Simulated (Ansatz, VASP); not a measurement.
Pb: VASP beside Ansatz

Contents of INCAR:

```
SYSTEM = Pb
  PREC = Accurate
  ENCUT = 600
  EDIFF = 1E-6
  ISMEAR = -1
  SIGMA = 0.05
  LREAL = .False.
  LASPH = .True.
  NELM = 80
  ALGO = Normal
  ISIF = 3
  LWAVE = .False.
  LCHARG = .False.
  GGA = PE
  IVDW = 13
  IBRION = 2
  NSW = 60
  EDIFFG = -0.01
```

The input KPOINTS:

```
regular mesh
0
Gamma
  7 7 7
  0 0 0
```

File POSCAR:

```
Pb
1.0
    0.0000000000      3.4390000555      3.4390000555
    3.4390000555      0.0000000000      3.4390000555
    3.4390000555      3.4390000555      0.0000000000
Pb
2
Direct
    0.2500000000      0.2500000000      0.2500000000
    0.0000000000      0.0000000000      0.0000000000
```

File input.yaml:

```yaml
crystal:
  lattice:
    - [0.0, 3.4390000555, 3.4390000555]
    - [3.4390000555, 0.0, 3.4390000555]
    - [3.4390000555, 3.4390000555, 0.0]
  atoms:
    - { symbol: Pb, position: [0.25, 0.25, 0.25] }
    - { symbol: Pb, position: [0.0, 0.0, 0.0] }
hamiltonian:
  xc: pbe
  pseudopotentials: { kind: paw }
  dispersion: d4
kpoints:
  mp_grid: { grid: [7, 7, 7] }
scf:
  occupations: { method: fermi_dirac, width: 0.05 }
output:
  forces: true
  stress: true
  eigenvalues: true
relax:
  f_tol: 0.01
  max_steps: 40
  cell: { stress_tol: 0.05 }
```

Alike in both runs: task relaxation of cell and atoms; functional PBE; dispersion D4; k mesh 7 × 7 × 7; occupations fermi-dirac, width 0.05 eV; no spin polarisation.

|  | VASP | Ansatz |
| --- | --- | --- |
| version | VASP 6.6.1 | Ansatz 0.2.0 |
| potentials or method | VASP PAW PBE potentials, release 64 (Pb_d) | Ansatz PAW |
| plane-wave cutoff (eV) | 600 | 420 |
| valence electrons in the cell | 28 | 28 |

```csv
,VASP,Ansatz,Ansatz less VASP
"gap on the k mesh at the Fermi level, each at its own relaxed structure (eV)",none,none,-
relaxed volume (Å³/atom),42.06,42.10,+0.038
relaxed cell length with the largest relative difference (Å),4.918,4.920,+0.0015
```

A gap of «none» marks a metal or a gap that the smearing closes.

Spin-orbit coupling is off throughout. Noted on Ansatz's run: the plane-wave basis is chosen anew once the cell has moved, so the energies of steps on either side of that aren't comparable.
